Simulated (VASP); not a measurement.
# Bi (C2/m) in VASP: single point with PBE

Aim: the single point of Bi with PBE.

Program: VASP 6.6.1. These are calculated values, not measurements. Logs are shortened: lines on timing, memory, paths and dates and some standing lists are left out, and cuts for length are marked.

## 1. The cell of the first run

Symmetry: C2/m, No. 12, monoclinic system. Conventional cell: a = 7.874 Å, b = 4.432 Å, c = 4.746 Å, α = 90.00°, β = 123.58°, γ = 90.00°. Bi (site symmetry m) has 6 Bi at 3.03 to 3.53 Å within 4.0 Å.

## 2. Single point, PBE (strain -0.0250 x Voigt [1, 0, 0, 0, 0, 0])

Input file INCAR:

```
ALGO = Fast
EDIFF = 1E-7
ENCUT = 520
GGA = PE
ISIF = 2
ISMEAR = 0
LASPH = T
LCHARG = F
LREAL = F
LWAVE = F
NBANDS = 22
NELM = 60
PREC = Accurate
SIGMA = 0.15
```

Input file KPOINTS:

```
k-points
0
Gamma
  12 12 12
```

Input file POSCAR:

```
Bi
1.0
    2.2161746864      1.3123169762      3.9540000000
   -2.2161746864      1.3123169762      3.9540000000
    0.0000000000     -2.6246339523      3.9540000000
Bi
2
Direct
    0.2338900000      0.2338900000      0.2338900000
    0.7661100000      0.7661100000      0.7661100000
```

Potentials or basis: VASP PAW PBE potentials, release 64 (Bi_d).

Run with:

```sh
cat potpaw_PBE.64/Bi_d/POTCAR > POTCAR
mpirun -np 1 vasp_std > vasp.out
```

OUTCAR:

```text
EDIFF = 1E-7
   ENCUT = 520
   GGA = PE
   ISIF = 2
   ISMEAR = 0
   LASPH = T
   LREAL = F
   NELM = 60
   PREC = Accurate

 ion  position               nearest neighbor table
   1  0.234  0.234  0.234-   2 3.03   2 3.03   2 3.07   2 3.49   2 3.49   2 3.53
   2  0.766  0.766  0.766-   1 3.03   1 3.03   1 3.07   1 3.49   1 3.49   1 3.53

  LATTYP: Found a base centered monoclinic cell.
 ALAT       =     7.8739018570
 B/A-ratio  =     0.5629165125
 C/A-ratio  =     0.6027280173
 COS(beta)  =    -0.5530410463

  Lattice vectors:

 A1 = (   2.2161746864,   3.9369509285,   0.0000000000)
 A2 = (  -2.2161746864,   3.9369509285,   0.0000000000)
 A3 = (   0.0000000000,  -2.6246339523,   3.9540000000)

Analysis of symmetry for initial positions (statically):
=====================================================================
 Subroutine PRICEL returns:
 Original cell was already a primitive cell.

 Routine SETGRP: Setting up the symmetry group for a
 base centered monoclinic supercell.

 Subroutine GETGRP returns: Found  4 space group operations
 (whereof  4 operations were pure point group operations)
 out of a pool of  4 trial point group operations.

The static configuration has the point symmetry C_2h.

Analysis of symmetry for dynamics (positions and initial velocities):
=====================================================================
 Subroutine PRICEL returns:
 Original cell was already a primitive cell.

 Routine SETGRP: Setting up the symmetry group for a
 base centered monoclinic supercell.

 Subroutine GETGRP returns: Found  4 space group operations
 (whereof  4 operations were pure point group operations)
 out of a pool of  4 trial point group operations.

The dynamic configuration has the point symmetry C_2h.

 Subroutine INISYM returns: Found  4 space group operations
 (whereof  4 operations are pure point group operations),
 and found     1 'primitive' translations

----------------------------------------------------------------------------------------

                                     Primitive cell

  volume of cell :      68.9971

  direct lattice vectors                    reciprocal lattice vectors
     2.216174686  1.312316976  3.954000000     0.225613984  0.127001837  0.084302816
    -2.216174686  1.312316976  3.954000000    -0.225613984  0.127001837  0.084302816
     0.000000000 -2.624633952  3.954000000     0.000000000 -0.254003674  0.084302816

  length of vectors
     4.718868730  4.718868730  4.745821255     0.272283127  0.272283127  0.267628158

  position of ions in fractional coordinates (direct lattice)
     0.233890000  0.233890000  0.233890000
     0.766110000  0.766110000  0.766110000

  ion indices of the primitive-cell ions
   primitive index   ion index
                 1           1
                 2           2

----------------------------------------------------------------------------------------

 KPOINTS: k-points

Automatic generation of k-mesh.
 Grid dimensions read from file:
 generate k-points for:   12   12   12

 Generating k-lattice:

  Cartesian coordinates                     Fractional coordinates (reciprocal lattice)
     0.018801165  0.010583486  0.007025235     0.083333333  0.000000000  0.000000000
    -0.018801165  0.010583486  0.007025235     0.000000000  0.083333333  0.000000000
     0.000000000 -0.021166973  0.007025235     0.000000000  0.000000000  0.083333333

  Length of vectors
     0.022690261  0.022690261  0.022302347

  Shift w.r.t. Gamma in fractional coordinates (k-lattice)
     0.000000000  0.000000000  0.000000000

 Subroutine IBZKPT returns following result:
 ===========================================

 Found    476 irreducible k-points:

 Following reciprocal coordinates:
            Coordinates               Weight
  0.000000  0.000000  0.000000      1.000000
  0.083333 -0.000000  0.000000      4.000000
  0.166667 -0.000000 -0.000000      4.000000
  0.250000 -0.000000 -0.000000      4.000000
  0.333333  0.000000  0.000000      4.000000
  0.416667  0.000000 -0.000000      4.000000
[... 16 lines left out ...]
  0.500000  0.166667 -0.000000      4.000000
 -0.416667  0.166667  0.000000      4.000000
 [... further k-points ...]
   k-points           NKPTS =    476   k-points in BZ     NKDIM =    476   number of bands    NBANDS=     22
   number of dos      NEDOS =    301   number of ions     NIONS =      2
   total plane-waves  NPLWV =  46656
   dimension x,y,z NGX =    36 NGY =   36 NGZ =   36
   dimension x,y,z NGXF=    72 NGYF=   72 NGZF=   72
   ions per type =               2
   NGX,Y,Z   is equivalent  to a cutoff of  12.68, 12.68, 12.61 a.u.
   NGXF,Y,Z  is equivalent  to a cutoff of  25.37, 25.37, 25.22 a.u.
 SYSTEM =  unknown system
   PREC   = accura    normal or accurate (medium, high low for compatibility)
   ISTART =      0    job   : 0-new  1-cont  2-samecut
   ICHARG =      2    charge: 1-file 2-atom 10-const
   ISPIN  =      1    spin polarized calculation?
   LNONCOLLINEAR =      F non collinear calculations
   LSORBIT =      F    spin-orbit coupling
   LASPH  =      T    aspherical Exc in radial PAW
   ENCUT  =  520.0 eV  38.22 Ry    6.18 a.u.   8.77  8.77  8.82*2*pi/ulx,y,z
   NELM   =     60;   NELMIN=  2; NELMDL= -5     # of ELM steps
   EDIFF  = 0.1E-06   stopping-criterion for ELM
   LREAL  =      F    real-space projection
   EDIFFG = 0.1E-05   stopping-criterion for IOM
   NSW    =      0    number of steps for IOM
   IBRION =     -1    ionic relax: 0-MD 1-quasi-New 2-CG
   NFREE  =      0    steps in history (QN), initial steepest desc. (CG)
   ISIF   =      2    stress and relaxation
   ISYM   =      2    0-nonsym 1-usesym 2-fastsym
   POTIM  = 0.5000    time-step for ionic-motion
   TEBEG  =    0.0;   TEEND  =   0.0 temperature during run
   PSTRESS=    0.0 pullay stress
   NELECT =      30.0000    total number of electrons
   NUPDOWN=      -1.0000    fix difference up-down
   EMIN   =  10.00;   EMAX   =-10.00  energy-range for DOS
   EFERMI =   0.00;   METHOD = LEGACY
   ISMEAR =     0;   SIGMA  =   0.15  broadening in eV -4-tet -1-fermi 0-gaus
   EFERMI_NEDOS =   21; number of points for ismear=-14 and -15
   IALGO  =     68    algorithm
   IMIX   =      4    mixing-type and parameters
     AMIX     =   0.40;   BMIX     =  1.00
     AMIX_MAG =   1.60;   BMIX_MAG =  1.00
  volume/ion in A,a.u.               =      34.50       232.81
  Fermi-wavevector in a.u.,A,eV,Ry     =   1.240238  2.343710 20.928349  1.538190
  Thomas-Fermi vector in A             =   2.374687
   LORBIT       =      0    0 simple, 1 ext, 2 COOP (PROOUT), +10 PAW based schemes
   GGA     = PE    functional components
   LHFCALC =     F    Hartree Fock is set to
   AEXX    =    0.0000 exact exchange contribution
   IVDW    =     0    specifies the selected vdW correction
   LEPSILON=     F    determine dielectric tensor
   LRPA    =     F    only Hartree local field effects (RPA)
 non-spin polarized calculation
 RMM-DIIS sequential band-by-band and
 Gauss-broadening in eV      SIGMA  =   0.15
  energy-cutoff  :      520.00
  volume of cell :       69.00
 maximum number of plane-waves:      1883
   NGX = 17   NGY = 17   NGZ = 17

 number of electron      30.0000005 magnetization

 Free energy of the ion-electron system (eV)
  ---------------------------------------------------
  ext. energy  EPLUGINS =         0.00000000
  ---------------------------------------------------
  free energy    TOTEN  =        -7.72652028 eV

  energy without entropy =       -7.72411952  energy(sigma->0) =       -7.72531990

 E-fermi :   6.6130     XC(G=0):  -9.6191

 val. band max:        6.5843606751   @ k =   0.4167   0.0000  -0.0000
 cond. band min:       6.6205135666   @ k =  -0.4167   0.5000   0.4167
 fundamental gap:      0.0361528915
 Fermi energy:         6.6129739076

 k-point     1 :       0.0000    0.0000    0.0000
  band No.  band energies     occupation
      1     -16.4066      2.00000
      2     -16.3877      2.00000
      3     -16.2403      2.00000
      4     -16.2309      2.00000
      5     -16.2193      2.00000
      6     -16.0369      2.00000
[... 14 lines left out ...]
     21      12.5624      0.00000
     22      12.7638      0.00000

 k-point     2 :       0.0833   -0.0000    0.0000
  band No.  band energies     occupation
      1     -16.3999      2.00000
      2     -16.3821      2.00000
      3     -16.2363      2.00000
      4     -16.2282      2.00000
      5     -16.2158      2.00000
      6     -16.0399      2.00000
[... 14 lines left out ...]
     21      12.4485      0.00000
     22      13.3689      0.00000

 k-point     3 :       0.1667   -0.0000   -0.0000
  band No.  band energies     occupation
      1     -16.3807      2.00000
      2     -16.3656      2.00000
      3     -16.2261      2.00000
      4     -16.2196      2.00000
      5     -16.2050      2.00000
      6     -16.0501      2.00000
[... 14 lines left out ...]
     21      12.7383      0.00000
     22      14.6503      0.00000

 k-point     4 :       0.2500   -0.0000   -0.0000
  band No.  band energies     occupation
      1     -16.3531      2.00000
      2     -16.3379      2.00000
      3     -16.2164      2.00000
      4     -16.2017      2.00000
      5     -16.1870      2.00000
      6     -16.0687      2.00000
[... 14 lines left out ...]
     21      13.3496      0.00000
     22      16.1215      0.00000

 k-point     5 :       0.3333    0.0000    0.0000
  band No.  band energies     occupation
      1     -16.3242      2.00000
      2     -16.2985      2.00000
      3     -16.2077      2.00000
      4     -16.1777      2.00000
      5     -16.1643      2.00000
      6     -16.0946      2.00000
[... 417 lines left out ...]
 k-point    22 :       0.4167    0.1667   -0.0000
  band No.  band energies     occupation
      1     -16.3508      2.00000
      2     -16.2519      2.00000
      3     -16.2062      2.00000
      4     -16.1862      2.00000
      5     -16.1390      2.00000
      6     -16.1183      2.00000
[... 14 lines left out ...]
     21      15.5130      0.00000
     22      15.9442      0.00000

 k-point    23 :       0.5000    0.1667   -0.0000
  band No.  band energies     occupation
      1     -16.3261      2.00000
      2     -16.2264      2.00000
      3     -16.1885      2.00000
      4     -16.1771      2.00000
      5     -16.1435      2.00000
      6     -16.1172      2.00000
[... 14 lines left out ...]
     21      15.5458      0.00000
     22      15.7998      0.00000

 k-point    24 :      -0.4167    0.1667    0.0000
  band No.  band energies     occupation
      1     -16.3169      2.00000
      2     -16.2038      2.00000
      3     -16.1882      2.00000
      4     -16.1770      2.00000
      5     -16.1432      2.00000
      6     -16.1212      2.00000
[... 14 lines left out ...]
     21      14.5180      0.00000
     22      16.5213      0.00000

 [... further k-points ...]
[... 5 lines left out ...]
  --------------------------------------------------------------------------------------
  -------------------------------------------------------------------------------------
  Total        1.7964358      1.0735344      1.2544243      0.0000000     -0.3012363      0.0000000
  in kB       41.7149397     24.9284857     29.1289194      0.0000000     -6.9949928      0.0000000
  external PRESSURE =      31.9241149 kB  Pullay stress =       0.0000000 kB

 VOLUME and BASIS-vectors are now :
 -----------------------------------------------------------------------------
  energy-cutoff  :      520.00
  volume of cell :       69.00
      direct lattice vectors                 reciprocal lattice vectors
     2.216174686  1.312316976  3.954000000     0.225613984  0.127001837  0.084302816
    -2.216174686  1.312316976  3.954000000    -0.225613984  0.127001837  0.084302816
     0.000000000 -2.624633952  3.954000000     0.000000000 -0.254003674  0.084302816

 POSITION                                       TOTAL-FORCE (eV/Angst)
 -----------------------------------------------------------------------------------
      0.00000      0.00000      2.77440         0.000000     -0.087807      0.309035
      0.00000      0.00000      9.08760         0.000000      0.087807     -0.309035
 -----------------------------------------------------------------------------------
    total drift:                                0.000000     -0.000000      0.000000

  FREE ENERGIE OF THE ION-ELECTRON SYSTEM (eV)
  ---------------------------------------------------
  free  energy   TOTEN  =        -7.7265202838 eV

  energy  without entropy=       -7.7241195194  energy(sigma->0) =       -7.72531990
```

It took 9.9 min on 1 thread of Oxide Virtual Turin-like, shared host; peak memory 0.6 GiB.

What came out:

```yaml
Free_energy: -7.7265 eV
Pressure: 3.2 GPa
Largest_force: 0.321 eV/Å
Band_gap_on_the_k_mesh: zero (bands 15 and 16 overlap by 0.35 eV)
```

Forces on the atoms (eV/Å):
```
Bi   0.000 -0.088  0.309
Bi   0.000  0.088 -0.309
```

Levels at points of the mesh, in eV from the Fermi level:
```csv
k point,band 12,band 13,band 14,band 15,band 16,band 17,band 18,band 19
"(0.00, 0.00, 0.00)",-7.42,-1.68,-1.24,-1.19,2.42,2.93,3.05,5.56
"(0.50, 0.00, 0.00)",-10.61,-1.47,-1.32,-0.35,-0.34,0.45,0.96,7.41
"(0.50, 0.50, 0.00)",-9.42,-4.83,-3.23,-2.86,2.34,5.01,5.60,6.77
"(0.00, 0.00, 0.50)",-10.60,-1.49,-1.15,-0.20,-0.16,0.44,1.14,7.33
"(0.50, 0.00, 0.50)",-9.55,-4.85,-3.18,-3.00,2.26,4.94,5.48,6.93
"(0.50, 0.50, 0.50)",-10.00,-0.92,-0.68,-0.57,0.64,0.78,0.81,6.94
```

Caveat: the cell differs from its parent crystal (strain -0.0250 x Voigt [1, 0, 0, 0, 0, 0]); the cell stands under pressure; spin-orbit coupling is left out, which moves the levels of the heavy elements.

The gap in the log of VASP goes by the Fermi energy; the results here count the filled bands.